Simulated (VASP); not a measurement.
A run of VASP 6.6.1:

INCAR

```
SYSTEM = Ge
  PREC = Accurate
  ENCUT = 520
  EDIFF = 1E-6
  ISMEAR = 0
  SIGMA = 0.1
  LREAL = .FALSE.
  LASPH = .TRUE.
  NELM = 60
  ALGO = Normal
  ISIF = 2
  LWAVE = .FALSE.
  LCHARG = .TRUE.
  GGA = PE
  LELF = .TRUE.
  LVHAR = .TRUE.
  NBANDS = 36
```

File KPOINTS:

```
Automatic mesh
0
G
  4 4 4
  0 0 0
```

POSCAR

```
Ge
1.0
    4.1547668497      0.0000000000      0.0000000000
    0.0000000000      4.1547668497      0.0000000000
    0.0000000000      0.0000000000      4.7927285864
Ge
4
Direct
    0.0000000000      0.0000000000      0.5000000000
    0.5000000000      0.5000000000      0.5000000000
    0.0000000000      0.5000000000      0.8813600675
    0.5000000000      0.0000000000      0.1186399325
```

Potentials or basis: VASP PAW PBE potentials, release 64 (Ge_d).

Launch:

```sh
$ cat potpaw_PBE.64/Ge_d/POTCAR > POTCAR
$ mpirun -np 1 vasp_std > vasp.out
```

Hardware: 1 thread of Intel Xeon 8259CL, with other jobs on the host.

Problem. Estimate the wall time of this run.

Solution. Run time: 77 s on 1 thread of Intel Xeon 8259CL, with other jobs on the host, peak memory 0.2 GiB. Counts: scf iterations 13, k points 18.
